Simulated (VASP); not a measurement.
# CaO (P1) in VASP: notebook

Runs on CaO. Level: PBE. Tasks: single point.

Program: VASP 6.6.1. These are calculated values, not measurements. Logs are shortened: lines on timing, memory, paths and dates and some standing lists are left out, and cuts for length are marked.

**1. The cell of the first run**

The typed cell holds 24 atoms: a = 5.806 Å, b = 5.806 Å, c = 8.710 Å, α = 90.00°, β = 90.00°, γ = 90.00°.

**2. Single point, PBE**

File INCAR:

```
SYSTEM = CaO
ALGO     = Normal         ! electronic algorithm
EDIFF    = 1E-6           ! SCF threshold, eV
ENCUT    = 520            ! plane-wave cutoff, eV
GGA      = PE             ! functional
ISIF     = 2              ! what is computed and relaxed
ISMEAR   = -1             ! smearing method
LASPH    = .TRUE.         ! aspherical terms in the spheres
LCHARG   = .FALSE.        ! write CHGCAR
LREAL    = Auto         
LWAVE    = .FALSE.        ! write WAVECAR
NBANDS   = 114            ! bands
NELM     = 60             ! most SCF steps
PREC     = Accurate       ! precision mode
SIGMA    = 0.086          ! smearing width, eV
```

File KPOINTS:

```
k-points
0
G
  2 2 2
  0 0 0
```

File POSCAR:

```
CaO
1.0
    5.8064179366      0.0000000000      0.0000000000
    0.0000000000      5.8064179366      0.0000000000
    0.0000000000      0.0000000000      8.7096269049
Ca O
12 12
Direct
    0.0204756188     -0.0023300080      0.0076917187
   -0.0066879443      0.0016326761      0.3327768263
    0.0030771123     -0.0079384572      0.6669548608
   -0.0095399609      0.4707706248      0.0044092589
   -0.0048334447      0.4973965070      0.3450969867
    0.0044228645      0.5033697250      0.6742245178
    0.4927275355     -0.0163245225      0.0073179943
    0.5239500555     -0.0016240650      0.3250608816
    0.5004643193     -0.0060830964      0.6697454511
    0.4886659953      0.5112813153     -0.0011681327
    0.5025561425      0.5139041028      0.3327725782
    0.4941650827      0.5027803771      0.6763158818
    0.2392106485      0.2481202724      0.1681841273
    0.2635755842      0.2712290120      0.5034294865
    0.2768479668      0.2397941408      0.8204210212
    0.2229181595      0.7843880771      0.1601579511
    0.2509478332      0.7586937503      0.4923396888
    0.2423191054      0.7369726132      0.8379572489
    0.7226465690      0.2614758387      0.1521746011
    0.7450200876      0.2823599710      0.4816174155
    0.7527797771      0.2363436485      0.8254598134
    0.7498976215      0.7437397802      0.1647246220
    0.7400457643      0.7581949918      0.5010291540
    0.7599063740      0.7647244908      0.8362753169
```

Potentials or basis: VASP PAW PBE potentials, release 64 (Ca_sv, O).

Started as:

```sh
$ cat potpaw_PBE.64/Ca_sv/POTCAR potpaw_PBE.64/O/POTCAR > POTCAR
$ mpirun -np 1 vasp_std > vasp.out
```

OUTCAR:

```text
SYSTEM = CaO
   EDIFF = 1E-6
   ENCUT = 520
   GGA = PE
   ISIF = 2
   ISMEAR = -1
   LASPH = .TRUE.
   LREAL = Auto
   NELM = 60
   PREC = Accurate

 ion  position               nearest neighbor table
   1  0.020  0.998  0.008-  16 2.16  13 2.38  18 2.48  24 2.52  22 2.55   7 2.74   4 2.75   2 2.84
                             3 2.97   4 3.06   7 3.07
   2  0.993  0.002  0.333-  16 2.37  13 2.48  17 2.48  23 2.51  22 2.53  20 2.53   8 2.73   1 2.84
                             5 2.88   3 2.91   5 2.93   8 3.08
   3  0.003  0.992  0.667-  24 2.43  21 2.46  17 2.49  23 2.50  18 2.52  15 2.53   6 2.84   9 2.89
                             2 2.91   9 2.92   6 2.97   1 2.97
   4  0.990  0.471  0.004-  19 2.36  13 2.41  21 2.49  22 2.53   1 2.75   6 2.88  10 2.90  10 2.92
                             5 2.97   1 3.06
   5  0.995  0.497  0.345-  20 2.25  14 2.46  17 2.48  23 2.52  13 2.55  22 2.56  11 2.86   6 2.87
                             2 2.88   2 2.93  11 2.95   4 2.97
   6  0.004  0.503  0.674-  18 2.40  21 2.50  14 2.51  24 2.51  15 2.54   3 2.84  12 2.84   5 2.87
                             4 2.88  12 2.96   3 2.97
   7  0.493  0.984  0.007-  16 2.36  19 2.44  22 2.46  24 2.50  18 2.52  15 2.54  13 2.55   1 2.74
                            10 2.74   8 2.77   9 2.94  10 3.06   1 3.07
   8  0.524  0.998  0.325-  22 2.42  23 2.42  19 2.44  20 2.50  17 2.56   2 2.73   7 2.77  11 2.82
                            11 3.00   9 3.01   2 3.08
   9  0.500  0.994  0.670-  15 2.33  21 2.44  23 2.44  24 2.48  17 2.52  14 2.57  12 2.85   3 2.89
                             3 2.92   7 2.94  12 2.96   8 3.01
  10  0.489  0.511  0.999-  18 2.39  19 2.39  22 2.49  15 2.53  13 2.57   7 2.74  12 2.81   4 2.90
                            11 2.91   4 2.92   7 3.06
  11  0.503  0.514  0.333-  20 2.34  22 2.45  23 2.46  17 2.47  14 2.47  19 2.50   8 2.82   5 2.86
                            10 2.91   5 2.95  12 2.99   8 3.00
  12  0.494  0.503  0.676-  15 2.35  14 2.42  18 2.44  21 2.52  23 2.56  10 2.81   6 2.84   9 2.85
                             9 2.96   6 2.96  11 2.99
  13  0.239  0.248  0.168-   1 2.38   4 2.41   2 2.48   5 2.55   7 2.55  10 2.57
  14  0.264  0.271  0.503-  12 2.42   5 2.46  11 2.47   6 2.51   9 2.57
  15  0.277  0.240  0.820-   9 2.33  12 2.35   3 2.53  10 2.53   7 2.54   6 2.54
  16  0.223  0.784  0.160-   1 2.16   7 2.36   2 2.37
  17  0.251  0.759  0.492-  11 2.47   5 2.48   2 2.48   3 2.49   9 2.52   8 2.56
  18  0.242  0.737  0.838-  10 2.39   6 2.40  12 2.44   1 2.48   3 2.52   7 2.52
  19  0.723  0.261  0.152-   4 2.36  10 2.39   8 2.44   7 2.44  11 2.50
  20  0.745  0.282  0.482-   5 2.25  11 2.34   8 2.50   2 2.53
  21  0.753  0.236  0.825-   9 2.44   3 2.46   4 2.49   6 2.50  12 2.52
  22  0.750  0.744  0.165-   8 2.42  11 2.45   7 2.46  10 2.49   2 2.53   4 2.53   1 2.55   5 2.56

  23  0.740  0.758  0.501-   8 2.42   9 2.44  11 2.46   3 2.50   2 2.51   5 2.52  12 2.56
  24  0.760  0.765  0.836-   3 2.43   9 2.48   7 2.50   6 2.51   1 2.52

  LATTYP: Found a simple tetragonal cell.
 ALAT       =     5.8064179366
 C/A-ratio  =     1.5000000000

  Lattice vectors:

 A1 = (   5.8064179366,   0.0000000000,   0.0000000000)
 A2 = (   0.0000000000,   5.8064179366,   0.0000000000)
 A3 = (   0.0000000000,   0.0000000000,   8.7096269049)

Analysis of symmetry for initial positions (statically):
=====================================================================
 Subroutine PRICEL returns:
 Original cell was already a primitive cell.

 Routine SETGRP: Setting up the symmetry group for a
 simple tetragonal supercell.

 Subroutine GETGRP returns: Found  1 space group operations
 (whereof  1 operations were pure point group operations)
 out of a pool of 16 trial point group operations.

The static configuration has the point symmetry C_1 .

Analysis of symmetry for dynamics (positions and initial velocities):
=====================================================================
 Subroutine PRICEL returns:
 Original cell was already a primitive cell.

 Routine SETGRP: Setting up the symmetry group for a
 simple tetragonal supercell.

 Subroutine GETGRP returns: Found  1 space group operations
 (whereof  1 operations were pure point group operations)
 out of a pool of 16 trial point group operations.

The dynamic configuration has the point symmetry C_1 .

 Subroutine INISYM returns: Found  1 space group operations
 (whereof  1 operations are pure point group operations),
 and found     1 'primitive' translations

[... 71 lines left out ...]
Automatic generation of k-mesh.
 Grid dimensions read from file:
 generate k-points for:    2    2    2

 Generating k-lattice:

  Cartesian coordinates                     Fractional coordinates (reciprocal lattice)
     0.086111611  0.000000000  0.000000000     0.500000000  0.000000000  0.000000000
     0.000000000  0.086111611  0.000000000     0.000000000  0.500000000  0.000000000
     0.000000000  0.000000000  0.057407740     0.000000000  0.000000000  0.500000000

  Length of vectors
     0.086111611  0.086111611  0.057407740

  Shift w.r.t. Gamma in fractional coordinates (k-lattice)
     0.000000000  0.000000000  0.000000000

 Subroutine IBZKPT returns following result:
 ===========================================

 Found      8 irreducible k-points:

 Following reciprocal coordinates:
            Coordinates               Weight
  0.000000  0.000000  0.000000      1.000000
  0.500000  0.000000  0.000000      1.000000
  0.000000  0.500000  0.000000      1.000000
  0.500000  0.500000  0.000000      1.000000
  0.000000  0.000000  0.500000      1.000000
  0.500000  0.000000  0.500000      1.000000
  0.000000  0.500000  0.500000      1.000000
  0.500000  0.500000  0.500000      1.000000
   k-points           NKPTS =      8   k-points in BZ     NKDIM =      8   number of bands    NBANDS=    114
   number of dos      NEDOS =    301   number of ions     NIONS =     24
   total plane-waves  NPLWV = 161280
   dimension x,y,z NGX =    48 NGY =   48 NGZ =   70
   dimension x,y,z NGXF=    96 NGYF=   96 NGZF=  140
   ions per type =              12  12
   NGX,Y,Z   is equivalent  to a cutoff of  13.74, 13.74, 13.36 a.u.
   NGXF,Y,Z  is equivalent  to a cutoff of  27.49, 27.49, 26.72 a.u.
 SYSTEM =  CaO
   PREC   = accura    normal or accurate (medium, high low for compatibility)
   ISTART =      0    job   : 0-new  1-cont  2-samecut
   ICHARG =      2    charge: 1-file 2-atom 10-const
   ISPIN  =      1    spin polarized calculation?
   LNONCOLLINEAR =      F non collinear calculations
   LSORBIT =      F    spin-orbit coupling
   LASPH  =      T    aspherical Exc in radial PAW
   ENCUT  =  520.0 eV  38.22 Ry    6.18 a.u.  10.80 10.80 16.19*2*pi/ulx,y,z
   NELM   =     60;   NELMIN=  2; NELMDL= -5     # of ELM steps
   EDIFF  = 0.1E-05   stopping-criterion for ELM
   LREAL  =      T    real-space projection
   EDIFFG = 0.1E-04   stopping-criterion for IOM
   NSW    =      0    number of steps for IOM
   IBRION =     -1    ionic relax: 0-MD 1-quasi-New 2-CG
   NFREE  =      0    steps in history (QN), initial steepest desc. (CG)
   ISIF   =      2    stress and relaxation
   ISYM   =      2    0-nonsym 1-usesym 2-fastsym
   POTIM  = 0.5000    time-step for ionic-motion
   TEBEG  =    0.0;   TEEND  =   0.0 temperature during run
   PSTRESS=    0.0 pullay stress
   NELECT =     192.0000    total number of electrons
   NUPDOWN=      -1.0000    fix difference up-down
   EMIN   =  10.00;   EMAX   =-10.00  energy-range for DOS
   EFERMI =   0.00;   METHOD = LEGACY
   ISMEAR =    -1;   SIGMA  =   0.09  broadening in eV -4-tet -1-fermi 0-gaus
   EFERMI_NEDOS =   21; number of points for ismear=-14 and -15
   IALGO  =     38    algorithm
   IMIX   =      4    mixing-type and parameters
     AMIX     =   0.40;   BMIX     =  1.00
     AMIX_MAG =   1.60;   BMIX_MAG =  1.00
  volume/ion in A,a.u.               =      12.24        82.57
  Fermi-wavevector in a.u.,A,eV,Ry     =   1.420921  2.685151 27.470378  2.019016
  Thomas-Fermi vector in A             =   2.541785
   LORBIT       =      0    0 simple, 1 ext, 2 COOP (PROOUT), +10 PAW based schemes
   GGA     = PE    functional components
   LHFCALC =     F    Hartree Fock is set to
   AEXX    =    0.0000 exact exchange contribution
   IVDW    =     0    specifies the selected vdW correction
   LEPSILON=     F    determine dielectric tensor
   LRPA    =     F    only Hartree local field effects (RPA)
 non-spin polarized calculation
  energy-cutoff  :      520.00
  volume of cell :      293.64
 maximum number of plane-waves:      7940
 NGX is ok and might be reduce to    48
   NGX = 21   NGY = 21   NGZ = 33

 number of electron     192.0000003 magnetization

 Free energy of the ion-electron system (eV)
  ---------------------------------------------------
  ext. energy  EPLUGINS =         0.00000000
  ---------------------------------------------------
  free energy    TOTEN  =      -140.40314534 eV

  energy without entropy =     -140.40314518  energy(sigma->0) =     -140.40314526

 E-fermi :   5.6640     XC(G=0): -11.2485

 val. band max:        4.2483985948   @ k =   0.0000   0.0000   0.5000
 cond. band min:       7.0444758137   @ k =   0.0000   0.0000   0.0000
 fundamental gap:      2.7960772189
 Fermi energy:         5.6640032627

 k-point     1 :       0.0000    0.0000    0.0000
  band No.  band energies     occupation
      1     -35.1986      2.00000
      2     -35.1257      2.00000
      3     -35.0691      2.00000
      4     -34.9645      2.00000
      5     -34.9324      2.00000
      6     -34.9058      2.00000
[... 877 lines left out ...]
    107       9.6954      0.00000
    108       9.8135      0.00000
 [bands above 108 left out]

------------------------ aborting loop because EDIFF is reached ----------------------------------------

  FORCE on cell =-STRESS in cart. coord.  units (eV):
  Direction    XX          YY          ZZ          XY          YZ          ZX
  --------------------------------------------------------------------------------------
  -------------------------------------------------------------------------------------
  Total       11.4078086     11.8560050     10.8545261     -0.3062728     -1.0039153      0.2829890
  in kB       62.2438821     64.6893548     59.2250335     -1.6711017     -5.4776152      1.5440595
  external PRESSURE =      62.0527568 kB  Pullay stress =       0.0000000 kB

 VOLUME and BASIS-vectors are now :
 -----------------------------------------------------------------------------
  energy-cutoff  :      520.00
  volume of cell :      293.64
      direct lattice vectors                 reciprocal lattice vectors
     5.806417937  0.000000000  0.000000000     0.172223221  0.000000000  0.000000000
     0.000000000  5.806417937  0.000000000     0.000000000  0.172223221  0.000000000
     0.000000000  0.000000000  8.709626905     0.000000000  0.000000000  0.114815481

 POSITION                                       TOTAL-FORCE (eV/Angst)
 -----------------------------------------------------------------------------------
      0.11889      5.79289      0.06699        -1.403841     -0.556251     -1.057914
      5.76758      0.00948      2.89836         1.119579     -0.035730      0.290864
      0.01787      5.76032      5.80893        -0.082408      0.463969      0.198246
      5.75102      2.73349      0.03840        -0.429268      0.833524      0.106746
      5.77835      2.88809      3.00567         0.522308      0.310809     -0.234789
      0.02568      2.92277      5.87224        -0.336243     -0.449620     -0.132134
[... 16 lines left out ...]
      4.29701      4.40240      4.36378         0.498037      0.566095     -0.044066
      4.41233      4.44031      7.28365        -0.537299     -0.851699     -0.093450
 -----------------------------------------------------------------------------------
    total drift:                               -0.007878     -0.001323      0.006349

  FREE ENERGIE OF THE ION-ELECTRON SYSTEM (eV)
  ---------------------------------------------------
  free  energy   TOTEN  =      -140.4031453434 eV

  energy  without entropy=     -140.4031451841  energy(sigma->0) =     -140.40314526
```

It took 20 min on 1 thread of Intel Xeon 8259CL, shared host; peak memory 0.49 GiB.

Results:

| Quantity | Value |
| --- | --- |
| Free energy | -140.4031 eV |
| Pressure | 6.2 GPa |
| Largest force | 1.929 eV/Å |
| Band gap on the k mesh | 2.80 eV (least direct gap 2.84 eV) |

Forces in eV/Å, atoms in the order of the input:
```
Ca  -1.404 -0.556 -1.058
Ca   1.120 -0.036  0.291
Ca  -0.082  0.464  0.198
Ca  -0.429  0.834  0.107
Ca   0.522  0.311 -0.235
Ca  -0.336 -0.450 -0.132
Ca   1.098  1.161 -0.786
Ca  -1.196  0.849  0.799
Ca   0.155  0.493 -0.323
Ca   0.209 -0.967  0.165
Ca  -0.486 -0.639  0.455
Ca   0.496 -0.532 -0.894
O   -0.312  0.863 -0.219
O   -0.675 -0.331 -0.178
O   -0.912  0.049  1.000
O    1.242 -1.382  0.517
O   -0.406  0.280  0.269
O    0.406  0.075 -0.378
O    0.463 -0.585  0.221
O    0.475 -0.946  0.336
O    0.675  0.930 -0.286
O   -0.582  0.400  0.267
O    0.498  0.566 -0.044
O   -0.537 -0.852 -0.093
```

Caveat: the k points lie up to 0.54 Å⁻¹ apart; the atoms stand as in a frame of molecular dynamics; the structure was generated, so it needn't be the stable form of CaO; forces of over 1 eV/Å act on the atoms, so gaps and moduli don't describe the material at rest.

(Part 1 of 2 ends here.)
